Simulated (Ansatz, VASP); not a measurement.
## B: VASP beside Ansatz

File POSCAR:

```
B
1.0
    0.0000000000      1.9980803089      1.9980803089
    1.9980803089      0.0000000000      1.9980803089
    1.9980803089      1.9980803089      0.0000000000
B
2
Direct
    0.5000000000      0.5000000000      0.5000000000
    0.7500000000      0.7500000000      0.7500000000
```

The input INCAR.step1:

```
PREC = Accurate
ENCUT = 520
ISMEAR = 0
SIGMA = 0.1
LREAL = F
LASPH = T
NELM = 80
NBANDS = 10
GGA = PE
ALGO = Normal
EDIFF = 1E-4
LWAVE = T
LCHARG = F
```

INCAR.step2

```
PREC = Accurate
ENCUT = 520
EDIFF = 1E-6
ISMEAR = 0
SIGMA = 0.1
LREAL = F
LASPH = T
NELM = 80
ALGO = Normal
ISIF = 2
LWAVE = F
LCHARG = F
METAGGA = R2SCAN
LMIXTAU = T
NBANDS = 10
ISTART = 1
```

File KPOINTS:

```
Automatic mesh
0
Gamma
  8 8 8
```

Input for Ansatz:

```yaml
crystal:
  lattice:
    - [0.0, 1.9980803089, 1.9980803089]
    - [1.9980803089, 0.0, 1.9980803089]
    - [1.9980803089, 1.9980803089, 0.0]
  atoms:
    - { symbol: B, position: [0.5, 0.5, 0.5] }
    - { symbol: B, position: [0.75, 0.75, 0.75] }
basis:
  ecutwfc: 500
kpoints:
  mp_grid: { grid: [8, 8, 8] }
hamiltonian:
  xc: r2scan
scf:
  occupations: { method: gaussian, width: 0.1 }
  lower_state_search: "off"
output:
  forces: true
  stress: true
  eigenvalues: true
```

Alike in both runs: task single point; functional r2SCAN; k mesh 8 × 8 × 8; occupations gaussian, width 0.1 eV; no spin polarisation.

|  | VASP | Ansatz |
| --- | --- | --- |
| version | VASP 6.6.1 | Ansatz 0.2.0 |
| potentials or method | VASP PAW PBE potentials, release 64 (B), cutoff 520 eV | scalar-relativistic, plane waves, PAW |
| valence electrons in the cell | 6 | 6 |

```tsv
	VASP	Ansatz	Ansatz less VASP
gap on the k mesh at the Fermi level (eV)	none	none	-
pressure (GPa)	8.3	8.3	-0.04
```

VASP's potentials were made for PBE, not for r2SCAN. A gap of «none» marks a metal or a gap that the smearing closes. The functional is the same, so the differences come from potentials, cutoffs and numerics.
